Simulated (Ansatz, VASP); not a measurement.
# One calculation of ZnS, two programs

```
Zn S
1.0
     3.69167    0.00000    0.00000
    -1.84584    3.19708    0.00000
     0.00000    0.00000    6.30533
Zn S
2 2
Direct
  0.33333 0.66667 0.00522
  0.66667 0.33333 0.50522
  0.33333 0.66667 0.37978
  0.66667 0.33333 0.87978
```

Change from the starting cell: strain -0.040 along x and y, +0.000 along z, atoms carried along.

Alike in both runs: task single point; functional PBE; k mesh 12 × 12 × 4; occupations gaussian, width 0.05 eV; no spin polarisation.

```csv
,VASP,Ansatz
version,VASP 6.6.1,Ansatz 0.2.0
potentials or method,"VASP PAW PBE potentials, release 64 (Zn, S), cutoff 520 eV","scalar-relativistic, plane waves, PAW"
valence electrons in the cell,36,36
```

Ansatz gave:

* gap on the k mesh at the Fermi level (eV): 2.31
* least direct gap on the mesh (eV): 2.31
* pressure (GPa): 6.9
* traceless stress, the component that is largest in VASP (GPa): -4.43
* rms of the force components (eV/Å): 0.198

Question: What did VASP give for the same quantities?

Answer: gap on the k mesh at the Fermi level (eV): 2.32; least direct gap on the mesh (eV): 2.32; pressure (GPa): 7.1; traceless stress, the component that is largest in VASP (GPa): -4.45; rms of the force components (eV/Å): 0.201.

Atom by atom the forces differ by 0.003 eV/Å (rms over components). With one functional, cell and mesh, what is left measures potentials, basis and numerics.
